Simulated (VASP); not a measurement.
# HgTe (I4/mmm) in VASP: notebook

The runs below take HgTe through single point, with PBEsol.

Program: VASP 6.6.1. These are calculated values, not measurements. Logs are shortened: lines on timing, memory, paths and dates and some standing lists are left out, and cuts for length are marked.

### Step 1. The cell of the first run

Symmetry: I4/mmm, No. 139, tetragonal system. Conventional cell: a = 4.049 Å, b = 4.049 Å, c = 5.843 Å, α = 90.00°, β = 90.00°, γ = 90.00°. Hg (site symmetry 4/mmm) has 6 Te at 2.86 to 2.92 Å within 3.8 Å. Within 3.8 Å of Te (site symmetry 4/mmm) lie 6 Hg at 2.86 to 2.92 Å.

### Step 2. Single point, PBEsol (equal xx and yy strain of -2 %)

The input, INCAR:

```
PREC     = Accurate       # precision mode
ENCUT    = 520            # plane-wave cutoff, eV
EDIFF    = 1E-6           # SCF threshold, eV
ISMEAR   = -1             # smearing method
SIGMA    = 0.08           # smearing width, eV
LREAL    = False          # projectors in reciprocal space
LASPH    = True           # aspherical terms in the spheres
NELM     = 100            # most SCF steps
ALGO     = Normal         # electronic algorithm
ISIF     = 2              # what is computed and relaxed
LWAVE    = False          # write WAVECAR
LCHARG   = False          # write CHGCAR
GGA      = PS             # functional
NBANDS   = 16             # bands
```

The input, KPOINTS:

```
regular mesh
0
Gamma
  12 12 12
```

The input, POSCAR:

```
HgTe
1.0
    0.0000000000      2.8630700000      2.9215000000
    2.8630700000      0.0000000000      2.9215000000
    2.8630700000      2.8630700000      0.0000000000
Hg Te
1 1
Direct
    0.0000000000      0.0000000000      0.0000000000
    0.5000000000      0.5000000000      0.5000000000
```

Potentials or basis: VASP PAW PBE potentials, release 64 (Hg, Te).

Command:

```bash
> cat potpaw_PBE.64/Hg/POTCAR potpaw_PBE.64/Te/POTCAR > POTCAR
> mpirun -np 1 vasp_std > vasp.out
```

OUTCAR:

```text
PREC = Accurate
   ENCUT = 520
   EDIFF = 1E-6
   ISMEAR = -1
   LREAL = False
   LASPH = True
   NELM = 100
   ISIF = 2
   GGA = PS

 ion  position               nearest neighbor table
   1  0.000  0.000  0.000-   2 2.86   2 2.86   2 2.86   2 2.86   2 2.92   2 2.92
   2  0.500  0.500  0.500-   1 2.86   1 2.86   1 2.86   1 2.86   1 2.92   1 2.92

  LATTYP: Found a body centered tetragonal cell.
 ALAT       =     4.0489924240
 C/A-ratio  =     1.4430750636

  Lattice vectors:

 A1 = (  -2.8630700000,   0.0000000000,   2.9215000000)
 A2 = (   2.8630700000,   0.0000000000,   2.9215000000)
 A3 = (   0.0000000000,   2.8630700000,  -2.9215000000)

Analysis of symmetry for initial positions (statically):
=====================================================================
 Subroutine PRICEL returns:
 Original cell was already a primitive cell.

 Routine SETGRP: Setting up the symmetry group for a
 body centered tetragonal supercell.

 Subroutine GETGRP returns: Found 16 space group operations
 (whereof 16 operations were pure point group operations)
 out of a pool of 16 trial point group operations.

The static configuration has the point symmetry D_4h.

Analysis of symmetry for dynamics (positions and initial velocities):
=====================================================================
 Subroutine PRICEL returns:
 Original cell was already a primitive cell.

 Routine SETGRP: Setting up the symmetry group for a
 body centered tetragonal supercell.

 Subroutine GETGRP returns: Found 16 space group operations
 (whereof 16 operations were pure point group operations)
 out of a pool of 16 trial point group operations.

The dynamic configuration has the point symmetry D_4h.

 Subroutine INISYM returns: Found 16 space group operations
 (whereof 16 operations are pure point group operations),
 and found     1 'primitive' translations

----------------------------------------------------------------------------------------

                                     Primitive cell

  volume of cell :      47.8961

  direct lattice vectors                    reciprocal lattice vectors
     0.000000000  2.863070000  2.921500000    -0.174637714  0.174637714  0.171144960
     2.863070000  0.000000000  2.921500000     0.174637714 -0.174637714  0.171144960
     2.863070000  2.863070000  0.000000000     0.174637714  0.174637714 -0.171144960

  length of vectors
     4.090517336  4.090517336  4.048992424     0.300478385  0.300478385  0.300478385

  position of ions in fractional coordinates (direct lattice)
     0.000000000  0.000000000  0.000000000
     0.500000000  0.500000000  0.500000000

  ion indices of the primitive-cell ions
   primitive index   ion index
                 1           1
                 2           2

----------------------------------------------------------------------------------------

 KPOINTS: regular mesh

Automatic generation of k-mesh.
 Grid dimensions read from file:
 generate k-points for:   12   12   12

 Generating k-lattice:

  Cartesian coordinates                     Fractional coordinates (reciprocal lattice)
    -0.014553143  0.014553143  0.014262080     0.083333333 -0.000000000  0.000000000
     0.014553143 -0.014553143  0.014262080    -0.000000000  0.083333333  0.000000000
     0.014553143  0.014553143 -0.014262080     0.000000000  0.000000000  0.083333333

  Length of vectors
     0.025039865  0.025039865  0.025039865

  Shift w.r.t. Gamma in fractional coordinates (k-lattice)
     0.000000000  0.000000000  0.000000000

 Subroutine IBZKPT returns following result:
 ===========================================

 Found    163 irreducible k-points:

 Following reciprocal coordinates:
            Coordinates               Weight
  0.000000  0.000000  0.000000      1.000000
  0.083333  0.000000  0.000000      8.000000
  0.166667  0.000000  0.000000      8.000000
  0.250000  0.000000  0.000000      8.000000
  0.333333  0.000000  0.000000      8.000000
  0.416667  0.000000  0.000000      8.000000
[... 16 lines left out ...]
[... 43 lines left out ...]

 val. band max:        6.2759718539   @ k =   0.4167   0.2500   0.0000
 cond. band min:       6.2943237455   @ k =   0.4167   0.0000   0.0833
 fundamental gap:      0.0183518916
 Fermi energy:         6.2904866643

 k-point     1 :       0.0000    0.0000    0.0000
  band No.  band energies     occupation
      1      -7.1112      2.00000
      2      -1.1381      2.00000
      3      -1.0958      2.00000
      4      -1.0940      2.00000
      5      -1.0291      2.00000
      6      -1.0291      2.00000
[... 8 lines left out ...]
     15      14.0569      0.00000
     16      14.6271      0.00000

 k-point     2 :       0.0833    0.0000    0.0000
  band No.  band energies     occupation
      1      -7.0301      2.00000
      2      -1.1759      2.00000
      3      -1.1320      2.00000
      4      -1.0909      2.00000
      5      -1.0318      2.00000
      6      -1.0168      2.00000
[... 8 lines left out ...]
     15      14.4555      0.00000
     16      14.5341      0.00000

 k-point     3 :       0.1667    0.0000    0.0000
  band No.  band energies     occupation
      1      -6.7923      2.00000
      2      -1.2832      2.00000
      3      -1.2341      2.00000
      4      -1.1253      2.00000
      5      -1.0002      2.00000
      6      -0.9745      2.00000
[... 8 lines left out ...]
     15      14.7893      0.00000
     16      14.7984      0.00000

 k-point     4 :       0.2500    0.0000    0.0000
  band No.  band energies     occupation
      1      -6.4173      2.00000
      2      -1.4247      2.00000
      3      -1.3685      2.00000
      4      -1.2404      2.00000
      5      -0.9328      2.00000
      6      -0.9116      2.00000
[... 8 lines left out ...]
     15      15.3456      0.00000
     16      15.3825      0.00000
[... 324 lines left out ...]
 k-point    22 :       0.4167    0.1667    0.0000
  band No.  band energies     occupation
      1      -5.7611      2.00000
      2      -1.6036      2.00000
      3      -1.4175      2.00000
      4      -1.3216      2.00000
      5      -0.8198      2.00000
      6      -0.7751      2.00000
[... 8 lines left out ...]
     15      17.5887      0.00000
     16      17.8695      0.00000

 k-point    23 :       0.5000    0.1667    0.0000
  band No.  band energies     occupation
      1      -5.4363      2.00000
      2      -1.7112      2.00000
      3      -1.5409      2.00000
      4      -1.3877      2.00000
      5      -0.7629      2.00000
      6      -0.7554      2.00000
[... 8 lines left out ...]
     15      17.7376      0.00000
     16      18.3505      0.00000

 k-point    24 :      -0.4167    0.1667    0.0000
  band No.  band energies     occupation
      1      -5.3346      2.00000
      2      -1.8647      2.00000
      3      -1.6198      2.00000
      4      -1.3343      2.00000
      5      -0.7729      2.00000
      6      -0.7363      2.00000
[... 8 lines left out ...]
     15      16.7173      0.00000
     16      17.5646      0.00000

 [... further k-points ...]

------------------------ aborting loop because EDIFF is reached ----------------------------------------

  FORCE on cell =-STRESS in cart. coord.  units (eV):
  Direction    XX          YY          ZZ          XY          YZ          ZX
  --------------------------------------------------------------------------------------
  -------------------------------------------------------------------------------------
  Total        3.3862088      3.3862088      2.6440682      0.0000000      0.0000000      0.0000000
  in kB      113.2725046    113.2725046     88.4470615      0.0000000      0.0000000      0.0000000
  external PRESSURE =     104.9973569 kB  Pullay stress =       0.0000000 kB

 VOLUME and BASIS-vectors are now :
 -----------------------------------------------------------------------------
  energy-cutoff  :      520.00
  volume of cell :       47.90
      direct lattice vectors                 reciprocal lattice vectors
     0.000000000  2.863070000  2.921500000    -0.174637714  0.174637714  0.171144960
     2.863070000  0.000000000  2.921500000     0.174637714 -0.174637714  0.171144960
     2.863070000  2.863070000  0.000000000     0.174637714  0.174637714 -0.171144960

 POSITION                                       TOTAL-FORCE (eV/Angst)
 -----------------------------------------------------------------------------------
      0.00000      0.00000      0.00000         0.000000     -0.000000      0.000000
      2.86307      2.86307      2.92150        -0.000000      0.000000     -0.000000
 -----------------------------------------------------------------------------------
    total drift:                               -0.000000      0.000000      0.000000

  FREE ENERGIE OF THE ION-ELECTRON SYSTEM (eV)
  ---------------------------------------------------
  free  energy   TOTEN  =        -4.0232791564 eV

  energy  without entropy=       -4.0003805495  energy(sigma->0) =       -4.01182985
```

It took 85 s on 1 thread of Intel Xeon 8259CL, shared host; peak memory 0.27 GiB.

What came out:

```
Free energy            : -4.0233 eV
Pressure               : 10.5 GPa
Band gap on the k mesh : zero (bands 9 and 10 overlap by 3.52 eV)
```

Stress tensor (GPa, compression positive):
```
11.33  0.00  0.00
 0.00 11.33  0.00
 0.00  0.00  8.84
```

Caveat: the cell differs from its parent crystal (equal xx and yy strain of -2 %); the cell stands under pressure; the PAW data sets were made with another functional, which shifts forces and pressure a little; spin-orbit coupling is left out, which moves the levels of the heavy elements.

### Step 3. Single point, PBEsol (zz strain of -2 %)

The input, INCAR:

```
SYSTEM = HgTe
ALGO     = Normal         ! electronic algorithm
EDIFF    = 1E-6           ! SCF threshold, eV
ENCUT    = 520            ! plane-wave cutoff, eV
GGA      = PS             ! functional
ISIF     = 2              ! what is computed and relaxed
ISMEAR   = -1             ! smearing method
LASPH    = .True.         ! aspherical terms in the spheres
LCHARG   = .True.         ! write CHGCAR
LELF     = .True.         ! ELF
LREAL    = .False.        ! projectors in reciprocal space
LVHAR    = .True.       
LWAVE    = .False.        ! write WAVECAR
NBANDS   = 16             ! bands
NELM     = 100            ! most SCF steps
PREC     = Accurate       ! precision mode
SIGMA    = 0.08           ! smearing width, eV
```

The input, KPOINTS:

```
k-points
0
Gamma
  12 12 12
  0 0 0
```

The input, POSCAR:

```
HgTe
1.0
    0.0000000000      2.9215000000      2.8630700000
    2.9215000000      0.0000000000      2.8630700000
    2.9215000000      2.9215000000      0.0000000000
Hg Te
1 1
Direct
    0.0000000000      0.0000000000      0.0000000000
    0.5000000000      0.5000000000      0.5000000000
```

Potentials or basis: VASP PAW PBE potentials, release 64 (Hg, Te).

Command:

```bash
> cat potpaw_PBE.64/Hg/POTCAR potpaw_PBE.64/Te/POTCAR > POTCAR
> mpirun -np 1 vasp_std > vasp.out
```

It took 77 s on 1 thread of Intel Xeon 8259CL, shared host; peak memory 0.28 GiB.

The run converged. Its results:

```yaml
Free_energy: -4.0807 eV
Pressure: 8.4 GPa
Band_gap_on_the_k_mesh: zero (bands 9 and 10 overlap by 3.53 eV)
```

Stress tensor (GPa, compression positive):
```
 7.55  0.00  0.00
 0.00  7.55  0.00
 0.00  0.00 10.02
```

Levels at points of the mesh, in eV from the Fermi level:
```tsv
k point	band 5	band 6	band 7	band 8	band 9	band 10	band 11	band 12	band 13	band 14
(0.00, 0.00, 0.00)	-7.26	-7.20	-1.02	-0.86	-0.86	-0.28	7.71	7.71	7.71	7.77
(0.50, 0.00, 0.00)	-6.99	-6.98	-6.13	0.41	0.56	2.37	3.61	3.81	4.47	10.85
(0.50, 0.50, 0.00)	-6.88	-5.94	-5.36	-3.09	-2.96	-2.96	4.49	9.95	9.95	10.65
(0.50, 0.00, 0.50)	-6.86	-6.00	-5.35	-2.99	-2.91	-2.76	4.62	9.71	10.34	10.59
```

Caveat: the cell differs from its parent crystal (zz strain of -2 %); the cell stands under pressure; the PAW data sets were made with another functional, which shifts forces and pressure a little; spin-orbit coupling is left out, which moves the levels of the heavy elements.

### Step 4. Single point, PBEsol (equal xx and yy strain of -1 %)

The input, INCAR:

```
SYSTEM = HgTe
  PREC = Accurate
  ENCUT = 520
  EDIFF = 1E-6
  ISMEAR = -1
  SIGMA = 0.08
  LREAL = .FALSE.
  LASPH = .TRUE.
  NELM = 100
  ALGO = Normal
  ISIF = 2
  LWAVE = .FALSE.
  LCHARG = .FALSE.
  GGA = PS
  NBANDS = 16
```

The input, KPOINTS:

```
regular mesh
0
G
  12 12 12
  0 0 0
```

The input, POSCAR:

```
HgTe
1.0
    0.0000000000      2.8922850000      2.9215000000
    2.8922850000      0.0000000000      2.9215000000
    2.8922850000      2.8922850000      0.0000000000
Hg Te
1 1
Direct
    0.0000000000      0.0000000000      0.0000000000
    0.5000000000      0.5000000000      0.5000000000
```

Command:

```bash
> cat potpaw_PBE.64/Hg/POTCAR potpaw_PBE.64/Te/POTCAR > POTCAR
> mpirun -np 1 vasp_std > vasp.out
```

It took 69 s on 1 thread of Intel Xeon 8259CL, shared host; peak memory 0.28 GiB.

It converged, with:

* Free energy: -4.0847 eV
* Pressure: 8.3 GPa
* Band gap on the k mesh: zero (bands 9 and 10 overlap by 3.40 eV)

Stress tensor (GPa, compression positive):
```
8.68 0.00 0.00
0.00 8.68 0.00
0.00 0.00 7.56
```

Levels at points of the mesh, in eV from the Fermi level:
```tsv
k point	band 7	band 8	band 9	band 10	band 11	band 12
(0.00, 0.00, 0.00)	-0.94	-0.94	-0.86	-0.28	7.70	7.71
(0.50, 0.00, 0.00)	-6.13	0.44	0.53	2.37	3.66	3.75
(0.50, 0.50, 0.00)	-5.35	-2.91	-2.88	-2.88	4.61	10.02
(0.50, 0.00, 0.50)	-5.36	-3.00	-2.97	-2.86	4.55	9.83
```

Caveat: the cell differs from its parent crystal (equal xx and yy strain of -1 %); the cell stands under pressure; the PAW data sets were made with another functional, which shifts forces and pressure a little; spin-orbit coupling is left out, which moves the levels of the heavy elements.

### Step 5. Single point, PBEsol (zz strain of -1 %)

The input, INCAR:

```
PREC = Accurate
ENCUT = 520
EDIFF = 1E-6
ISMEAR = -1
SIGMA = 0.08
LREAL = F
LASPH = T
NELM = 80
ALGO = Normal
ISIF = 2
LWAVE = F
LCHARG = F
GGA = PS
NBANDS = 16
```

The input, KPOINTS:

```
Automatic mesh
0
Gamma
  12 12 12
```

The input, POSCAR:

```
HgTe
1.0
    0.0000000000      2.9215000000      2.8922850000
    2.9215000000      0.0000000000      2.8922850000
    2.9215000000      2.9215000000      0.0000000000
Hg Te
1 1
Direct
    0.0000000000      0.0000000000      0.0000000000
    0.5000000000      0.5000000000      0.5000000000
```

Command:

```bash
> cat potpaw_PBE.64/Hg/POTCAR potpaw_PBE.64/Te/POTCAR > POTCAR
> mpirun -np 1 vasp_std > vasp.out
```

Run time: 56 s. Hardware: 1 thread of Intel Xeon 8259CL, shared host; peak memory 0.28 GiB.

The run converged. Its results:

| Quantity | Value |
| --- | --- |
| Free energy | -4.1089 eV |
| Pressure | 7.3 GPa |
| Band gap on the k mesh | zero (bands 9 and 10 overlap by 3.40 eV) |

Stress tensor (GPa, compression positive):
```
6.95 0.00 0.00
0.00 6.95 0.00
0.00 0.00 8.07
```

Levels at points of the mesh, in eV from the Fermi level:
```csv
k point,band 5,band 6,band 7,band 8,band 9,band 10,band 11,band 12,band 13,band 14
"(0.00, 0.00, 0.00)",-7.20,-7.17,-0.95,-0.87,-0.87,-0.34,7.71,7.71,7.74,7.74
"(0.50, 0.00, 0.00)",-6.94,-6.94,-6.09,0.43,0.51,2.39,3.67,3.77,4.40,10.81
"(0.50, 0.50, 0.00)",-6.83,-5.95,-5.28,-3.02,-2.89,-2.89,4.55,9.91,9.91,10.57
"(0.50, 0.00, 0.50)",-6.82,-5.98,-5.27,-2.93,-2.90,-2.79,4.61,9.79,10.11,10.54
```

Caveat: the cell differs from its parent crystal (zz strain of -1 %); the cell stands under pressure; the PAW data sets were made with another functional, which shifts forces and pressure a little; spin-orbit coupling is left out, which moves the levels of the heavy elements.

### Step 6. Single point, PBEsol (zz strain of +1 %)

The input, INCAR:

```
PREC     = Accurate       # precision mode
ENCUT    = 520            # plane-wave cutoff, eV
EDIFF    = 1E-6           # SCF threshold, eV
ISMEAR   = -1             # smearing method
SIGMA    = 0.08           # smearing width, eV
LREAL    = F              # projectors in reciprocal space
LASPH    = T              # aspherical terms in the spheres
NELM     = 60             # most SCF steps
ALGO     = Normal         # electronic algorithm
ISIF     = 2              # what is computed and relaxed
LWAVE    = F              # write WAVECAR
LCHARG   = F              # write CHGCAR
GGA      = PS             # functional
NBANDS   = 16             # bands
```

KPOINTS is that of step 5.

The input, POSCAR:

```
HgTe
1.0
    0.0000000000      2.9215000000      2.9507150000
    2.9215000000      0.0000000000      2.9507150000
    2.9215000000      2.9215000000      0.0000000000
Hg Te
1 1
Direct
    0.0000000000      0.0000000000      0.0000000000
    0.5000000000      0.5000000000      0.5000000000
```

Potentials or basis: VASP PAW PBE potentials, release 64 (Hg, Te).

Command:

```bash
> cat potpaw_PBE.64/Hg/POTCAR potpaw_PBE.64/Te/POTCAR > POTCAR
> mpirun -np 1 vasp_std > vasp.out
```

Wall time 64 s (1 thread of Intel Xeon 8259CL, shared host); peak memory 0.28 GiB.

Results (log left out):

```
Free energy            : -4.1491 eV
Pressure               : 5.5 GPa
Band gap on the k mesh : zero (bands 9 and 10 overlap by 3.22 eV)
```

Stress tensor (GPa, compression positive):
```
5.82 0.00 0.00
0.00 5.82 0.00
0.00 0.00 4.88
```

Levels at points of the mesh, in eV from the Fermi level:
| k point | band 6 | band 7 | band 8 | band 9 | band 10 | band 11 | band 12 | band 13 |
| --- | --- | --- | --- | --- | --- | --- | --- | --- |
| (0.00, 0.00, 0.00) | -7.08 | -0.89 | -0.89 | -0.81 | -0.45 | 7.68 | 7.71 | 7.71 |
| (0.50, 0.00, 0.00) | -6.85 | -6.00 | 0.40 | 0.48 | 2.41 | 3.71 | 3.80 | 4.30 |
| (0.50, 0.50, 0.00) | -5.95 | -5.12 | -2.88 | -2.74 | -2.74 | 4.65 | 9.84 | 9.84 |
| (0.50, 0.00, 0.50) | -5.93 | -5.12 | -2.96 | -2.83 | -2.72 | 4.60 | 9.65 | 9.96 |

Caveat: the cell differs from its parent crystal (zz strain of +1 %); the cell stands under pressure; the PAW data sets were made with another functional, which shifts forces and pressure a little; spin-orbit coupling is left out, which moves the levels of the heavy elements.

### Step 7. The runs side by side

| cell | gap on the mesh (eV) | pressure (GPa) |
| --- | --- | --- |
| a = 4.091, b = 4.091, c = 4.049 Å, angles 60.3, 60.3, 59.3°, 2 atoms | none | 10.5 |
| a = 4.091, b = 4.091, c = 4.132 Å, angles 59.7, 59.7, 60.7°, 2 atoms | none | 8.4 |
| a = 4.111, b = 4.111, c = 4.090 Å, angles 60.2, 60.2, 59.7°, 2 atoms | none | 8.3 |
| a = 4.111, b = 4.111, c = 4.132 Å, angles 59.8, 59.8, 60.3°, 2 atoms | none | 7.3 |
| a = 4.152, b = 4.152, c = 4.132 Å, angles 60.2, 60.2, 59.7°, 2 atoms | none | 5.5 |

Alike in all rows: task single point; level PBEsol; potentials or basis VASP PAW PBE potentials, release 64 (Hg, Te); no spin polarisation; k mesh 12 × 12 × 12; cutoff (eV) 520; smearing fermi-dirac 0.08 eV.

Caveats: the cell stands under pressure; the PAW data sets were made with another functional, which shifts forces and pressure a little; spin-orbit coupling is left out, which moves the levels of the heavy elements.

Total energies depend on the potentials used, so only differences within one code and one set of settings carry meaning.

The gap in the log of VASP goes by the Fermi energy; the results here count the filled bands.